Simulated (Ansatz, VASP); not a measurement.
## Two plane-wave programs on Co

```
Co
1.0
     0.00000    1.75447    1.75447
     1.75447    0.00000    1.75447
     1.75447    1.75447    0.00000
Co
1
Cartesian
  0.0000 0.0000 0.0000
```

Alike in both runs: functional BLYP; k mesh 15 × 15 × 15; occupations fermi-dirac, width 0.1 eV; no spin polarisation.

Ansatz relaxed the structure, and its values are those at the end. VASP's run is a single point on that final structure, the one shown.

```csv
,VASP,Ansatz
version,VASP 6.6.1,Ansatz 0.2.0
potentials or method,"VASP PAW PBE potentials, release 64 (Co), cutoff 520 eV","plane waves (420 eV) with PAW, scalar-relativistic"
valence electrons in the cell,9,17
```

|  | VASP | Ansatz | Ansatz less VASP |
| --- | --- | --- | --- |
| pressure (GPa) | -0.1 | 0.0 | +0.13 |

VASP's potentials were made for PBE, not for BLYP. The functional is the same, so the differences come from potentials, cutoffs and numerics. VASP's potentials hold 9 valence electrons a cell and Ansatz's 17, so a difference there can come from the potentials and not from the codes.
